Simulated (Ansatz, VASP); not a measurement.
Pb in VASP and in Ansatz

```
Pb
1.0
    -1.90047    1.97966    1.97966
     1.97966   -1.90047    1.97966
     1.97966    1.97966   -1.90047
Pb
1
Cartesian
  0.0000 0.0000 0.0000
```

Change from the starting cell: equal xy, yz and zx shear strains of +4 %.

Alike in both runs: task single point; functional PBEsol; k mesh 13 × 13 × 13; occupations fermi-dirac, width 0.08 eV; no spin polarisation.

|  | VASP | Ansatz |
| --- | --- | --- |
| version | VASP 6.6.1 | Ansatz 0.2.0 |
| potentials or method | VASP PAW PBE potentials, release 64 (Pb_d), cutoff 520 eV | all-electron LAPW, scalar-relativistic |

VASP gave:

- pressure (GPa): -1.5
- traceless stress, the component that is largest in VASP (GPa): -0.69

Task: What did Ansatz give for the same quantities?

Result: Pressure (GPa): -1.4; traceless stress, the component that is largest in VASP (GPa): -0.69.

VASP's potentials were made for PBE, not for PBEsol. Ansatz ran all-electron here, and VASP with PAW potentials.

Spin-orbit coupling is off throughout.
